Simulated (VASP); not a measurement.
Wanted: the native input for a VASP 6.6.1 run.

* Task: single point
* Functional: PBE
* Potentials or basis: VASP PAW PBE potentials, release 64 (Hf_pv, B)
* Cutoff: 520 eV
* k mesh: 8 × 4 × 4
* Occupations: gaussian, width 0.2 eV
* Spin: no spin polarisation
* Dipole correction: no
* Further INCAR settings: ALGO = Normal; EDIFF = 1e-07; NBANDS = 29

The structure of HfB3 lies in POSCAR:

```
HfB3
1.0
    0.0000000000      2.7845031801      0.0000000000
    0.0000000000      0.0000000000      5.0252671394
    5.5690063601      0.0000000000      0.0000000000
Hf B
2 6
Direct
    0.0000000000      0.0000000000      0.0000000000
    0.0000000000      0.0000000000      0.5000000000
    0.0000000000      0.5000000000      0.5000000000
    0.0000000000      0.5000000000      0.0000000000
    0.5000000000      0.6622408879      0.2500000000
    0.5000000000      0.6622408879      0.7500000000
    0.5000000000      0.3377591121      0.2500000000
    0.5000000000      0.3377591121      0.7500000000
```

The input as run:

INCAR

```
  ALGO = Normal
  EDIFF = 1E-7
  ENCUT = 520
  GGA = PE
  ISIF = 2
  ISMEAR = 0
  LASPH = T
  LCHARG = T
  LELF = T
  LREAL = F
  LVHAR = T
  LWAVE = F
  NBANDS = 29
  NELM = 80
  PREC = Accurate
  SIGMA = 0.2
```

KPOINTS

```
k-points
0
Gamma
  8 4 4
```

Potentials or basis: VASP PAW PBE potentials, release 64 (Hf_pv, B).

Launch:

```bash
$ cat potpaw_PBE.64/Hf_pv/POTCAR potpaw_PBE.64/B/POTCAR > POTCAR
$ mpirun -np 1 vasp_std > vasp.out
```

It gave:

The pressure is -0.2 GPa, the largest force is 0.060 eV/Å and the band gap on the k mesh is zero (band 19 reaches 7.52 eV, above the bottom of band 20 at 5.74 eV).

Caveat: spin-orbit coupling is left out, which moves the levels of the heavy elements.

It took 3.1 min on 1 thread of AMD EPYC 7R43 64-Core Processor (Zen 3), on a shared host, peak memory 0.2 GiB.
